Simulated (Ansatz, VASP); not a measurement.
## One calculation of Ag, two programs

```xyz
1
Lattice="-1.6003 1.7328 1.6003 1.7328 -1.6003 1.6003 1.4679 1.4679 -1.4679" Properties=species:S:1:pos:R:3 pbc="T T T"
Ag    0.0000    0.0000    0.0000
```

Alike in both runs: task single point; functional PBE; k mesh 18 × 18 × 18; occupations gaussian, width 0.1 eV; no spin polarisation.

```csv
,VASP,Ansatz
version,VASP 6.6.1,Ansatz 0.2.0
potentials or method,"VASP PAW PBE potentials, release 64 (Ag), cutoff 520 eV","scalar-relativistic, plane waves, PAW"
valence electrons in the cell,11,19
```

VASP gave:

| Item | Value |
| --- | --- |
| gap on the k mesh at the Fermi level (eV) | none |
| pressure (GPa) | 14.9 |
| traceless stress, the component that is largest in VASP (GPa) | 10.29 |

**Question.** Which values does Ansatz return?

**Answer.** gap on the k mesh at the Fermi level (eV): none; pressure (GPa): 15.2; traceless stress, the component that is largest in VASP (GPa): 10.40.

A gap of «none» marks a metal or a gap that the smearing closes. The functional is the same, so the differences come from potentials, cutoffs and numerics. VASP's potentials hold 11 valence electrons a cell and Ansatz's 19, so a difference there can come from the potentials and not from the codes.
